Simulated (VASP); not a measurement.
BiTe:

```xyz
2
Lattice="3.9496 0.0000 0.0000 -1.9748 3.4204 0.0000 0.0000 0.0000 5.0269" Properties=species:S:1:pos:R:3 pbc="T T T"
Bi    0.0000    2.2803    2.5134
Te    0.0000    0.0000    0.0000
```

The cell was built from a structure type or drawn by symmetry, and may not be a known phase.

```yaml
Program: VASP 6.6.1
Task: relaxation of cell and atoms
Functional: PBE
Potentials_or_basis: VASP PAW PBE potentials, release 64 (Bi_d, Te)
Cutoff: 600 eV
k_mesh: 6 × 6 × 4
Occupations: gaussian, width 0.1 eV
Spin: no spin polarisation
```

At the start: pressure -3.1 GPa; volume 33.96 Å³/atom.

Question: Where does the relaxation end?

Answer: Over 11 steps the energy falls by 103.7 meV/atom and the volume is 33.65 Å³/atom (-0.9 %); space group P-6m2 (No. 187, to 0.1 Å) before and after.

The path:
```tsv
step	energy change (eV)	largest force (eV/Å)	pressure (GPa)	volume (Å³)
1	0.0000	0.0000	-3.05	67.91
2	-0.0778	0.0000	2.24	61.71
3	-0.0796	0.0000	1.40	62.49
4	-0.1407	0.0000	2.56	62.31
5	-0.1523	0.0000	3.83	62.01
6	-0.1922	0.0000	1.91	64.39
7	-0.2066	0.0000	0.39	66.85
8	-0.2067	0.0000	0.23	67.15
9	-0.2067	0.0000	0.17	67.25
10	-0.2071	0.0000	0.11	67.26
11	-0.2074	0.0000	-0.04	67.29
```

Final structure:
```xyz
2
Lattice="4.2222 0.0000 0.0000 -2.1111 3.6565 0.0000 0.0000 0.0000 4.3588" Properties=species:S:1:pos:R:3 pbc="T T T"
Bi    0.0000    2.4377    2.1794
Te    0.0000    0.0000    0.0000
```
